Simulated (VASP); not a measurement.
Crystal: I.

```
I
1.0
     0.00000    2.33363    3.85700
     2.16262    0.00000    3.85700
     2.16262    2.33363    0.00000
I
1
Direct
  0.00000 0.00000 0.00000
```

Base run:

* Program: VASP 6.6.1
* Functional: PBEsol
* Potentials or basis: VASP PAW PBE potentials, release 64 (I)
* Cutoff: 520 eV
* k mesh: 9 × 9 × 9
* Occupations: fermi-dirac, width 0.05 eV
* Spin: no spin polarisation

Its results: pressure -0.4 GPa.

Question: The run is repeated on the same cell with these changes: functional from PBEsol to BLYP. What comes out?

Answer: Pressure 4.6 GPa.

BLYP binds less tightly than PBEsol, so the same cell stands under more pressure.

Caveats: the PAW data sets were made with another functional, which shifts forces and pressure a little; an odd number of electrons without spin polarisation forces a metal; a magnetic or distorted state may lie lower.
